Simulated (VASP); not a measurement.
# Tl (P6_3/mmc) in VASP: notebook

Aim: see how the results for Tl move with the level of theory and the settings. Levels: PBE, LDA, PBEsol, r2SCAN. Tasks: electric field gradients.

Everything below comes from runs of VASP 6.6.1. Logs are shortened: lines on timing, memory, paths and dates and some standing lists are left out, and cuts for length are marked.

## 1. The cell of the first run

It takes space group P6_3/mmc (No. 194, hexagonal). Conventional cell: a = 3.456 Å, b = 3.456 Å, c = 5.525 Å, α = 90.00°, β = 90.00°, γ = 120.00°. Within 4.5 Å of Tl (site symmetry -6m2) lie 12 Tl at 3.41 to 3.46 Å.

## 2. Electric field gradients, PBE, non-collinear spin, zero start, spin-orbit coupling

File INCAR:

```
PREC = Accurate ; ENCUT = 520
EDIFF = 1E-8 ; ISMEAR = -1
SIGMA = 0.05 ; LREAL = F
LASPH = T ; NELM = 150
ALGO = Normal ; ISIF = 2
LWAVE = F ; LCHARG = F
MAGMOM = 0 0 0 0 0 0 ; LORBIT = 11
LSORBIT = T ; GGA_COMPAT = F
LORBMOM = T ; GGA = PE
LEFG = T ; NBANDS = 38
```

File KPOINTS:

```
regular mesh
0
Gamma
  11 11 6
```

File POSCAR:

```
Tl
1.0
    3.4559983565      0.0000000000      0.0000000000
   -1.7279991783      2.9929823722      0.0000000000
    0.0000000000      0.0000000000      5.5250000000
Tl
2
Direct
    0.3333333333      0.6666666667      0.2500000000
    0.6666666667      0.3333333333      0.7500000000
```

Potentials or basis: VASP PAW PBE potentials, release 64 (Tl_d).

Command:

```console
$ cat potpaw_PBE.64/Tl_d/POTCAR > POTCAR
$ mpirun -np 1 vasp_ncl > vasp.out
```

OUTCAR:

```text
PREC = Accurate
   ENCUT = 520
   EDIFF = 1E-8
   ISMEAR = -1
   LREAL = F
   LASPH = T
   NELM = 150
   ISIF = 2
   LORBIT = 11
   LSORBIT = T
   GGA = PE

 ion  position               nearest neighbor table
   1  0.333  0.667  0.250-   2 3.41   2 3.41   2 3.41   2 3.41   2 3.41   2 3.41
   2  0.667  0.333  0.750-   1 3.41   1 3.41   1 3.41   1 3.41   1 3.41   1 3.41

  LATTYP: Found a hexagonal cell.
 ALAT       =     3.4559983565
 C/A-ratio  =     1.5986697417

  Lattice vectors:

 A1 = (   3.4559983565,   0.0000000000,   0.0000000000)
 A2 = (  -1.7279991783,   2.9929823722,   0.0000000000)
 A3 = (   0.0000000000,   0.0000000000,   5.5250000000)

Analysis of symmetry for initial positions (statically):
=====================================================================
 Subroutine PRICEL returns:
 Original cell was already a primitive cell.

 Routine SETGRP: Setting up the symmetry group for a
 hexagonal supercell.

 Subroutine GETGRP returns: Found 24 space group operations
 (whereof 12 operations were pure point group operations)
 out of a pool of 24 trial point group operations.

The static configuration has the point symmetry D_3d.
 The point group associated with its full space group is D_6h.

Analysis of symmetry for dynamics (positions and initial velocities):
=====================================================================
 Subroutine PRICEL returns:
 Original cell was already a primitive cell.

 Routine SETGRP: Setting up the symmetry group for a
 hexagonal supercell.

 Subroutine GETGRP returns: Found 24 space group operations
 (whereof 12 operations were pure point group operations)
 out of a pool of 24 trial point group operations.

The dynamic configuration has the point symmetry D_3d.
 The point group associated with its full space group is D_6h.

Analysis of structural, dynamic, and magnetic symmetry:
=====================================================================
 Subroutine PRICEL returns:
 Original cell was already a primitive cell.

 Routine SETGRP: Setting up the symmetry group for a
 hexagonal supercell.

 Subroutine GETGRP returns: Found 24 space group operations
 (whereof 12 operations were pure point group operations)
 out of a pool of 24 trial point group operations.

The overall configuration has the point symmetry D_3d.
 The point group associated with its full space group is D_6h.

 Subroutine INISYM returns: Found 24 space group operations
 (whereof 12 operations are pure point group operations),
 and found     1 'primitive' translations

----------------------------------------------------------------------------------------

                                     Primitive cell

  volume of cell :      57.1492

  direct lattice vectors                    reciprocal lattice vectors
     3.455998356  0.000000000  0.000000000     0.289351989  0.167057449  0.000000000
    -1.727999178  2.992982372  0.000000000     0.000000000  0.334114898  0.000000000
     0.000000000  0.000000000  5.525000000     0.000000000  0.000000000  0.180995475

  length of vectors
     3.455998356  3.455998357  5.525000000     0.334114898  0.334114898  0.180995475

  position of ions in fractional coordinates (direct lattice)
     0.333333333  0.666666667  0.250000000
     0.666666667  0.333333333  0.750000000

  ion indices of the primitive-cell ions
   primitive index   ion index
                 1           1
                 2           2

[... 1121 lines left out ...]
  Total        0.9593776      0.9593776      1.0332756     -0.0000000      0.0000000      0.0000000
  in kB       26.8961544     26.8961544     28.9678856     -0.0000000      0.0000000      0.0000000
  external PRESSURE =      27.5867314 kB  Pullay stress =       0.0000000 kB

 VOLUME and BASIS-vectors are now :
 -----------------------------------------------------------------------------
  energy-cutoff  :      520.00
  volume of cell :       57.15
      direct lattice vectors                 reciprocal lattice vectors
     3.455998356  0.000000000  0.000000000     0.289351989  0.167057449  0.000000000
    -1.727999178  2.992982372  0.000000000     0.000000000  0.334114898  0.000000000
     0.000000000  0.000000000  5.525000000     0.000000000  0.000000000  0.180995475

 POSITION                                       TOTAL-FORCE (eV/Angst)
 -----------------------------------------------------------------------------------
     -0.00000      1.99532      1.38125        -0.000000      0.000000      0.000000
      1.72800      0.99766      4.14375         0.000000     -0.000000      0.000000
 -----------------------------------------------------------------------------------
    total drift:                                0.000000     -0.000000      0.000000

  FREE ENERGIE OF THE ION-ELECTRON SYSTEM (eV)
  ---------------------------------------------------
  free  energy   TOTEN  =        -5.0117886220 eV

  energy  without entropy=       -5.0045291001  energy(sigma->0) =       -5.00815886

 Electric field gradients (V/A^2)
---------------------------------------------------------------------
 ion       V_xx      V_yy      V_zz      V_xy      V_xz      V_yz
---------------------------------------------------------------------
   1      11.693    11.693   -23.386    -0.000    -0.000     0.000
   2      11.693    11.693   -23.386    -0.000     0.000    -0.000
---------------------------------------------------------------------

 Electric field gradients after diagonalization (V/A^2)
 (convention: |V_zz| > |V_xx| > |V_yy|)
----------------------------------------------------------------------
 ion       V_xx      V_yy      V_zz     asymmetry (V_yy - V_xx)/ V_zz
----------------------------------------------------------------------
   1      11.693    11.693   -23.386       0.000
   2      11.693    11.693   -23.386       0.000
----------------------------------------------------------------------

           NMR quadrupolar parameters

 Cq : quadrupolar parameter    Cq=e*Q*V_zz/h
 eta: asymmetry parameters     (V_yy - V_xx)/ V_zz
 Q  : nuclear electric quadrupole moment in mb (millibarn)
----------------------------------------------------------------------
 ion       Cq(MHz)       eta       Q (mb)
----------------------------------------------------------------------
   1      -0.057       0.000       1.000
   2      -0.057       0.000       1.000
----------------------------------------------------------------------

 orbital moment (x)

 # of ion     p       d       tot
 ----------------------------------------
  1         0.000  -0.000  -0.000
  2         0.000  -0.000  -0.000
 ----------------------------------------
            0.000  -0.000  -0.000

 orbital moment (y)

 # of ion     p       d       tot
 ----------------------------------------
  1         0.000   0.000   0.000
  2        -0.000  -0.000  -0.000
 ----------------------------------------
           -0.000   0.000   0.000

 orbital moment (z)

 # of ion     p       d       tot
 ----------------------------------------
  1         0.000   0.000   0.000
  2         0.000   0.000   0.000
 ----------------------------------------
            0.000   0.000   0.000

 Spin-Orbit-Coupling matrix elements

 Ion:    1  E_soc:     -0.6250263
 l=   1
     0.0000000    -0.0556196    -0.0543761
    -0.0556196     0.0000000    -0.0556196
    -0.0543761    -0.0556196     0.0000000
 l=   2
     0.0000000    -0.0097850     0.0000000    -0.0097850    -0.0392080
    -0.0097850     0.0000000    -0.0293283    -0.0098932    -0.0097850
     0.0000000    -0.0293283     0.0000000    -0.0293283     0.0000000
    -0.0097850    -0.0098932    -0.0293283     0.0000000    -0.0097850
    -0.0392080    -0.0097850     0.0000000    -0.0097850     0.0000000
 l=   3
     0.0000000     0.0000000     0.0000000     0.0000000     0.0000000     0.0000000     0.0000000
     0.0000000     0.0000000     0.0000000     0.0000000     0.0000000     0.0000000     0.0000000
     0.0000000     0.0000000     0.0000000     0.0000000     0.0000000     0.0000000     0.0000000
     0.0000000     0.0000000     0.0000000     0.0000000     0.0000000     0.0000000     0.0000000
     0.0000000     0.0000000     0.0000000     0.0000000     0.0000000     0.0000000     0.0000000
     0.0000000     0.0000000     0.0000000     0.0000000     0.0000000     0.0000000     0.0000000
     0.0000000     0.0000000     0.0000000     0.0000000     0.0000000     0.0000000     0.0000000

 Ion:    2  E_soc:     -0.6250263
 l=   1
     0.0000000    -0.0556196    -0.0543761
    -0.0556196     0.0000000    -0.0556196
    -0.0543761    -0.0556196     0.0000000
 l=   2
     0.0000000    -0.0097850     0.0000000    -0.0097850    -0.0392080
    -0.0097850     0.0000000    -0.0293283    -0.0098932    -0.0097850
     0.0000000    -0.0293283     0.0000000    -0.0293283     0.0000000
    -0.0097850    -0.0098932    -0.0293283     0.0000000    -0.0097850
    -0.0392080    -0.0097850     0.0000000    -0.0097850     0.0000000
 l=   3
     0.0000000     0.0000000     0.0000000     0.0000000     0.0000000     0.0000000     0.0000000
     0.0000000     0.0000000     0.0000000     0.0000000     0.0000000     0.0000000     0.0000000
     0.0000000     0.0000000     0.0000000     0.0000000     0.0000000     0.0000000     0.0000000
     0.0000000     0.0000000     0.0000000     0.0000000     0.0000000     0.0000000     0.0000000
     0.0000000     0.0000000     0.0000000     0.0000000     0.0000000     0.0000000     0.0000000
     0.0000000     0.0000000     0.0000000     0.0000000     0.0000000     0.0000000     0.0000000
     0.0000000     0.0000000     0.0000000     0.0000000     0.0000000     0.0000000     0.0000000

 total charge

# of ion       s       p       d       tot
------------------------------------------
    1        1.182   0.403   9.639  11.224
    2        1.182   0.403   9.639  11.224
--------------------------------------------------
tot          2.364   0.806  19.277  22.447

 magnetization (x)

# of ion       s       p       d       tot
------------------------------------------
    1        0.000   0.000   0.000   0.000
    2        0.000   0.000   0.000   0.000
--------------------------------------------------
tot          0.000   0.000   0.000   0.000

 magnetization (y)

# of ion       s       p       d       tot
------------------------------------------
    1        0.000   0.000   0.000   0.000
    2        0.000   0.000   0.000   0.000
--------------------------------------------------
tot          0.000   0.000   0.000   0.000

 magnetization (z)

# of ion       s       p       d       tot
------------------------------------------
    1        0.000   0.000   0.000   0.000
    2        0.000   0.000   0.000   0.000
--------------------------------------------------
tot          0.000   0.000   0.000   0.000
```

It took 9 min on 1 thread of Intel Xeon 8259CL, shared host; peak memory 0.42 GiB.

Results:

| Quantity | Value |
| --- | --- |
| Free energy | -5.0118 eV |
| Pressure | 2.8 GPa |
| Net moment | 0.00 μB per cell |
| Largest electric field gradient by atom | Tl -23.4 V/Å² |
| Valence electrons inside the program's atomic spheres | Tl 11.22 |

Moments on the atoms (μB; x, y, z):
```
Tl  0.00 0.00 0.00
Tl  0.00 0.00 0.00
```

Electric field gradients, principal values (V/Å²):
```csv
atom,least,middle,greatest (by size)
1 Tl,11.693,11.693,-23.386
2 Tl,11.693,11.693,-23.386
```

Caveat: without QUAD_EFG the Cq values of the log hold for a quadrupole moment of 1 mb, not for the nuclei.

## 3. Electric field gradients, LDA

File INCAR:

```
PREC = Accurate ; ENCUT = 520
EDIFF = 1E-8 ; ISMEAR = -1
SIGMA = 0.05 ; LREAL = F
LASPH = T ; NELM = 100
ALGO = Normal ; ISIF = 2
LWAVE = F ; LCHARG = F
LEFG = T ; NBANDS = 20
```

KPOINTS is that of step 2.

POSCAR is that of step 2.

Potentials or basis: VASP PAW LDA potentials, release 64 (Tl_d).

Command:

```console
$ cat potpaw_LDA.64/Tl_d/POTCAR > POTCAR
$ mpirun -np 1 vasp_std > vasp.out
```

OUTCAR:

```text
PREC = Accurate
   ENCUT = 520
   EDIFF = 1E-8
   ISMEAR = -1
   LREAL = F
   LASPH = T
   NELM = 100
   ISIF = 2

 ion  position               nearest neighbor table
   1  0.333  0.667  0.250-   2 3.41   2 3.41   2 3.41   2 3.41   2 3.41   2 3.41
   2  0.667  0.333  0.750-   1 3.41   1 3.41   1 3.41   1 3.41   1 3.41   1 3.41

  LATTYP: Found a hexagonal cell.
 ALAT       =     3.4559983565
 C/A-ratio  =     1.5986697417

  Lattice vectors:

 A1 = (   3.4559983565,   0.0000000000,   0.0000000000)
 A2 = (  -1.7279991783,   2.9929823722,   0.0000000000)
[... 766 lines left out ...]
  ---------------------------------------------------
  free  energy   TOTEN  =        -5.8651513265 eV

  energy  without entropy=       -5.8556968106  energy(sigma->0) =       -5.86042407

 Electric field gradients (V/A^2)
---------------------------------------------------------------------
 ion       V_xx      V_yy      V_zz      V_xy      V_xz      V_yz
---------------------------------------------------------------------
   1      11.518    11.518   -23.036    -0.000     0.000    -0.000
   2      11.518    11.518   -23.036    -0.000    -0.000     0.000
---------------------------------------------------------------------

 Electric field gradients after diagonalization (V/A^2)
 (convention: |V_zz| > |V_xx| > |V_yy|)
----------------------------------------------------------------------
 ion       V_xx      V_yy      V_zz     asymmetry (V_yy - V_xx)/ V_zz
----------------------------------------------------------------------
   1      11.518    11.518   -23.036       0.000
   2      11.518    11.518   -23.036       0.000
----------------------------------------------------------------------

           NMR quadrupolar parameters

 Cq : quadrupolar parameter    Cq=e*Q*V_zz/h
 eta: asymmetry parameters     (V_yy - V_xx)/ V_zz
 Q  : nuclear electric quadrupole moment in mb (millibarn)
----------------------------------------------------------------------
 ion       Cq(MHz)       eta       Q (mb)
----------------------------------------------------------------------
   1      -0.056       0.000       1.000
   2      -0.056       0.000       1.000
----------------------------------------------------------------------
```

Wall time 74 s (1 thread of Oxide Virtual Turin-like, shared host); peak memory 0.16 GiB.

What came out:

* Free energy: -5.8652 eV
* Pressure: -1.7 GPa
* Band gap on the k mesh: zero (bands 13 and 14 overlap by 5.64 eV)
* Largest electric field gradient by atom: Tl -23.0 V/Å²

Levels at points of the mesh, in eV from the Fermi level:
```
           k point  band 10  band 11  band 12  band 13  band 14  band 15  band 16  band 17
(0.00, 0.00, 0.00)   -11.00   -10.02    -5.08    -2.81     7.97     7.97    10.06    10.06
(0.00, 0.00, 0.50)   -11.11    -8.58    -8.58     3.39     3.39     8.94     8.94     8.94
```

Electric field gradients, principal values (V/Å²):
```csv
atom,least,middle,greatest (by size)
1 Tl,11.518,11.518,-23.036
2 Tl,11.518,11.518,-23.036
```

Caveat: without QUAD_EFG the Cq values of the log hold for a quadrupole moment of 1 mb, not for the nuclei; spin-orbit coupling is left out, which moves the levels of the heavy elements.

(Continued in part 2 of 2.)
